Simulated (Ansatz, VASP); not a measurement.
# Two plane-wave programs on P

```xyz
1
Lattice="-1.5034 1.5034 1.5034 1.5034 -1.5034 1.5034 1.5034 1.5034 -1.5034" Properties=species:S:1:pos:R:3 pbc="T T T"
P     0.0000    0.0000    0.0000
```

Alike in both runs: functional LDA; k mesh 14 × 14 × 14; occupations fermi-dirac, width 0.1 eV; no spin polarisation.

Ansatz relaxed the structure, and its values are those at the end. VASP's run is a single point on that final structure, the one shown.

|  | VASP | Ansatz |
| --- | --- | --- |
| version | VASP 6.6.1 | Ansatz 0.2.0 |
| potentials or method | VASP PAW LDA potentials, release 64 (P), cutoff 520 eV | plane waves (420 eV) with PAW, scalar-relativistic |
| valence electrons in the cell | 5 | 5 |

|  | VASP | Ansatz | Ansatz less VASP |
| --- | --- | --- | --- |
| pressure (GPa) | -0.1 | 0.0 | +0.10 |

Ansatz warns that its potentials were made for another functional, while VASP's fit it. LDA's correlation is that of Perdew and Zunger in VASP and of Perdew and Wang (1992) in Ansatz.
